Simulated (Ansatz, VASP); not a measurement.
Two plane-wave programs on HgTe

```
CELL_PARAMETERS angstrom
0.00000 3.28920 3.28920
3.23624 0.00000 3.28920
3.23624 3.28920 0.00000
ATOMIC_POSITIONS crystal
Hg 0.00000 0.00000 0.00000
Te 0.25000 0.25000 0.25000
```

Change from the starting cell: uniaxial_x strain -1.6%.

Alike in both runs: task single point; functional HSE06; k mesh 4 × 4 × 4; occupations fermi-dirac, width 0.02 eV; no spin polarisation.

|  | VASP | Ansatz |
| --- | --- | --- |
| version | VASP 6.6.1 | Ansatz 0.2.0 |
| potentials or method | VASP PAW PBE potentials, release 64 (Hg, Te) | plane waves, PAW |
| plane-wave cutoff (eV) | 520 | 420 |
| valence electrons in the cell | 18 | 36 |

```tsv
	VASP	Ansatz	Ansatz less VASP
pressure (GPa)	0.8	0.8	+0.07
traceless stress, the component that is largest in VASP (GPa)	0.06	0.06	-0.001
```

The functional is the same, so the differences come from potentials, cutoffs and numerics. VASP's potentials hold 18 valence electrons a cell and Ansatz's 36, so a difference there can come from the potentials and not from the codes. Ansatz's warnings: stress exchange threshold loose, stress scf threshold loose.

Spin-orbit coupling is off throughout.
